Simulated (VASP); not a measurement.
A run of VASP 6.6.1:

The input INCAR:

```
SYSTEM = C2SO2
  ALGO = Normal
  EDIFF = 1E-6
  ENCUT = 1000
  GGA_COMPAT = .False.
  ISIF = 2
  ISMEAR = -1
  LASPH = .True.
  LCHARG = .False.
  LREAL = Auto
  LWAVE = .False.
  NBANDS = 52
  NELM = 120
  PREC = Accurate
  SIGMA = 0.02
```

Contents of KPOINTS:

```
k-points
0
Gamma
  1 1 1
  0 0 0
```

POSCAR

```
C2SO2
1.0
    7.5066610000      0.0000000000      0.0000000000
    0.0000000000      7.5066610000      0.0000000000
    0.0000000000      0.0000000000      7.5066610000
O C S
6 6 3
Direct
    0.7763638187      0.5908352595      0.0628908112
   -0.0115230993      1.0368791131      0.4894453073
    0.2108260917      0.3534727357      0.5971363300
    0.9046099191      0.4608973284      0.6688726186
    0.7902847884      0.1280729208      0.8585574865
    0.3764922913      0.0316918534      0.3407773443
    0.6931310739      0.5459551191      0.1907239450
    0.0607593709      0.9475984063      0.5988148392
    0.2676689410      0.3389789415      0.7390236485
    0.8988283872      0.5827357863      0.5851336566
    0.6908664185      0.2192452810      0.7861418013
    0.4071051031      0.0206882927      0.1911768761
    0.5958841088      0.4379044158      0.3470251287
    0.1694761492      0.8087883548      0.7087039098
    0.3111902882      0.3341698793      0.9400984006
```

Potentials or basis: VASP PAW LDA potentials, release 64 (O_h, C_h, S).

Command:

```bash
$ cat potpaw_LDA.64/O_h/POTCAR potpaw_LDA.64/C_h/POTCAR potpaw_LDA.64/S/POTCAR > POTCAR
$ mpirun -np 1 vasp_gam > vasp.out
```

Hardware: 1 thread of AMD EPYC 7R13 Processor (Zen 3), on a shared host.

**Question.** Estimate the wall time of this run.

**Answer.** Run time: 68 s on 1 thread of AMD EPYC 7R13 Processor (Zen 3), with other jobs on the host, peak memory 0.67 GiB. Counts: scf iterations 17, k points 1.
